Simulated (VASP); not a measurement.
**MnCoSnH: single point with PBE**

The system is MnCoSnH.

```
Mn H Sn Co
1.0
     3.78123    0.00000    0.00000
     0.00000    3.78123    0.00000
     0.00000    0.00000    7.23955
Mn H Sn Co
2 2 2 2
Direct
  0.25000 0.25000 0.67090
  0.75000 0.75000 0.32910
  0.25000 0.75000 0.50000
  0.75000 0.25000 0.50000
  0.25000 0.25000 0.16430
  0.75000 0.75000 0.83570
  0.75000 0.25000 0.00000
  0.25000 0.75000 0.00000
```

```
Program                : VASP 6.6.1
Task                   : single point
Functional             : PBE
Potentials or basis    : VASP PAW PBE potentials, release 64 (Mn_pv, H, Sn_d, Co)
Cutoff                 : 520 eV
k mesh                 : 5 × 5 × 3
Occupations            : fermi-dirac, width 0.0171 eV
Spin                   : no spin polarisation
Dipole correction      : no
Further INCAR settings : ALGO = Normal; EDIFF = 1e-06; NBANDS = 47
```

- Pressure: 13.9 GPa
- Largest force: 7.868 eV/Å
- Band gap on the k mesh: zero (bands 37 and 38 overlap by 0.21 eV)

Forces in eV/Å, atoms in the order of the input:
```
Mn   0.000  0.000 -0.748
Mn   0.000  0.000  0.748
H    0.000  0.000  0.000
H    0.000  0.000  0.000
Sn   0.000  0.000  7.868
Sn   0.000  0.000 -7.868
Co   0.000  0.000  0.000
Co   0.000  0.000  0.000
```

Stress tensor (GPa, compression positive):
```
16.73  0.00  0.00
 0.00 16.73  0.00
 0.00  0.00  8.31
```

Levels at points of the mesh, in eV from the Fermi level:
```
           k point  band 33  band 34  band 35  band 36  band 37  band 38  band 39  band 40  band 41  band 42
(0.00, 0.00, 0.00)    -0.56    -0.39    -0.29    -0.14     0.08     0.08     0.13     0.58     0.58     2.15
```

Run time: 76 s on 1 thread of Intel(R) Xeon(R) Platinum 8375C CPU @ 2.90GHz (Ice Lake) (shared host), peak memory 0.22 GiB.

Caveat: the cell stands under pressure; spin-orbit coupling is left out, which moves the levels of the heavy elements; the run has no spin polarisation, though such a crystal can be magnetic; forces of over 1 eV/Å act on the atoms, so gaps and moduli don't describe the material at rest. Spin polarisation is off, so any magnetic state and its effect on volume and gap are missing.
